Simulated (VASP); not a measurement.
Runs of VASP 6.6.1 on AlN. The structure is cubic, space group Fm-3m (No. 225). The conventional cell has a = 4.038 Å, b = 4.038 Å, c = 4.038 Å, α = 90.00°, β = 90.00°, γ = 90.00°. Al (site symmetry m-3m) has 6 N at 2.02 Å within 2.7 Å. Within 2.7 Å of N (site symmetry m-3m) lie 6 Al at 2.02 Å. 

| task | level | potentials or basis | k mesh | cutoff (eV) | GW scheme | GW iterations | cutoff of the response function | frequency points | empty bands | gap on the mesh (eV) | pressure (GPa) |
| --- | --- | --- | --- | --- | --- | --- | --- | --- | --- | --- | --- |
| single point | r2SCAN | VASP PAW PBE potentials, release 64 (Al, N) | 6 × 6 × 6 | 520 | - | - | - | - | - | 5.52 | -0.8 |
| single point | HSE06 | VASP PAW PBE potentials, release 64 (Al, N) | 6 × 6 × 6 | 520 | - | - | - | - | - | 6.01 | (a) |
| single point | PBE | VASP PAW PBE potentials, release 64 (Al, N) | 6 × 6 × 6 | 520 | - | - | - | - | - | 4.64 | 6.1 |
| single point | LDA | VASP PAW LDA potentials, release 64 (Al, N) | 6 × 6 × 6 | 520 | - | - | - | - | - | (b) | -4.7 |
| single point | PBE | VASP PAW PBE potentials, release 64 (Al, N) | 8 × 8 × 8 | 520 | - | - | - | - | - | 4.65 | 6.1 |

Alike in all rows: no spin polarisation; cell a = 2.855 Å, angles 60.0°, 2 atoms; smearing gaussian 0.01 eV.

Estimate the missing entries.

(a) -1.5; (b) 4.50.

Caveats: some runs use coarse meshes; the PAW data sets were made with another functional, which shifts forces and pressure a little (some runs).

A k mesh can miss the band edges.
